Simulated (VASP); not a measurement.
Here is a VASP 6.6.1 calculation.

The input INCAR:

```
PREC = Accurate
ENCUT = 520
EDIFF = 1E-6
ISMEAR = 0
SIGMA = 0.15
LREAL = F
LASPH = T
NELM = 60
ALGO = Fast
ISIF = 2
LWAVE = F
LCHARG = T
GGA = PS
LELF = T
LVHAR = T
NBANDS = 66
```

The input KPOINTS:

```
regular mesh
0
Gamma
  8 8 8
```

POSCAR

```
W
1.0
    5.4346068880      0.0000000000      0.0000000000
    0.0000000000      5.4346068880      0.0000000000
    0.0000000000      0.0000000000      5.2333251514
W
8
Direct
    0.0000000000      0.0000000000      0.0000000000
    0.5000000000      0.5000000000      0.5000000000
    0.0000000000      0.5000000000      0.2500000000
    0.0000000000      0.5000000000      0.7500000000
    0.2500000000      0.0000000000      0.5000000000
    0.7500000000      0.0000000000      0.5000000000
    0.5000000000      0.7500000000      0.0000000000
    0.5000000000      0.2500000000      0.0000000000
```

Potentials or basis: VASP PAW PBE potentials, release 64 (W_sv).

The run is started by

```bash
$ cat potpaw_PBE.64/W_sv/POTCAR > POTCAR
$ mpirun -np 1 vasp_std > vasp.out
```

Task: Estimate the band gap on the k mesh.

Result: Zero (bands 56 and 57 overlap by 0.58 eV).

Task: Predict the largest force.

Result: 0.038 eV/Å.

Task: Estimate the pressure.

Result: -40.0 GPa.

Stress tensor (GPa, compression positive):
```
-43.12   0.00   0.00
  0.00 -43.12   0.00
  0.00   0.00 -33.79
```

Caveat: the cell differs from its parent crystal (strain +0.080 along x and y, +0.040 along z); the stress differs along the axes, from -43 to -34 GPa; the PAW data sets were made with another functional, which shifts forces and pressure a little; spin-orbit coupling is left out, which moves the levels of the heavy elements.
